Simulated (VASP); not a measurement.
**RbGe6: single point with PBE**

Crystal: RbGe6.

```
Rb Ge
1.0
    -3.59888    3.59888    3.59888
     3.59888   -3.59888    3.59888
     3.59888    3.59888   -3.59888
Rb Ge
1 6
Cartesian
  -3.5989 3.5989 3.5989
  1.7994 0.0000 3.5989
  0.0000 3.5989 1.7994
  0.0000 1.7994 3.5989
  1.7994 3.5989 0.0000
  3.5989 0.0000 1.7994
  3.5989 1.7994 0.0000
```

```yaml
Program: VASP 6.6.1
Task: single point
Functional: PBE
Potentials_or_basis: VASP PAW PBE potentials, release 64 (Rb_sv, Ge_d)
Cutoff: 520 eV
k_mesh: 4 × 4 × 4
Occupations: gaussian, width 0.2 eV
Spin: no spin polarisation
Dipole_correction: no
Further_INCAR_settings: ALGO = Normal; EDIFF = 1e-06; NBANDS = 56
```

- Pressure: 0.2 GPa
- Band gap on the k mesh: zero (an odd number of electrons rules out a gap without spin polarisation)

Levels at points of the mesh, in eV from the Fermi level:
```csv
k point,band 44,band 45,band 46,band 47,band 48,band 49
"(0.00, 0.00, 0.00)",-2.44,-2.44,-2.44,0.70,0.70,1.81
"(0.50, 0.00, 0.00)",-2.42,-1.78,-1.21,-0.01,0.93,1.35
"(0.50, 0.50, 0.50)",-1.36,-0.49,-0.49,-0.49,-0.48,-0.48
```

It took 64 s on 1 thread of Intel(R) Xeon(R) 6975P-C (Granite Rapids), with other jobs on the host, peak memory 0.33 GiB.
